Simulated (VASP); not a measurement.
Write the native input for VASP 6.6.1 that does the following.

```yaml
Task: single point
Functional: LDA
Potentials_or_basis: VASP PAW LDA potentials, release 64 (Ga_d, N)
Cutoff: 520 eV
k_mesh: 8 × 8 × 4
Occupations: gaussian, width 0.01 eV
Spin: no spin polarisation
Dipole_correction: no
Further_INCAR_settings: ALGO = Normal; EDIFF = 1e-07; NBANDS = 26
```

The structure of GaN lies in POSCAR:

```
GaN
1.0
    3.0844845212      0.0000000000      0.0000000000
   -1.5422422606      2.6712419530      0.0000000000
    0.0000000000      0.0000000000      5.0304932754
Ga N
2 2
Direct
    0.3333333333      0.6666666667     -0.0005608263
    0.6666666667      0.3333333333      0.4994391737
    0.3333333333      0.6666666667      0.3755608263
    0.6666666667      0.3333333333      0.8755608263
```

These files were run (other wordings do the same):

INCAR

```
SYSTEM = GaN
PREC = Accurate
ENCUT = 520
EDIFF = 1E-7
ISMEAR = 0
SIGMA = 0.01
LREAL = .False.
LASPH = .True.
NELM = 60
ALGO = Normal
ISIF = 2
LWAVE = .False.
LCHARG = .False.
NBANDS = 26
```

KPOINTS

```
regular mesh
0
Gamma
  8 8 4
  0 0 0
```

Potentials or basis: VASP PAW LDA potentials, release 64 (Ga_d, N).

Command:

```sh
$ cat potpaw_LDA.64/Ga_d/POTCAR potpaw_LDA.64/N/POTCAR > POTCAR
$ mpirun -np 1 vasp_std > vasp.out
```

It gave:

```yaml
Pressure: 16.4 GPa
Band_gap_on_the_k_mesh: 2.58 eV
```

Caveat: the cell stands under pressure.

It took 22 s on 1 thread of Intel(R) Xeon(R) Platinum 8488C (Sapphire Rapids), with other jobs on the host, peak memory 0.15 GiB.
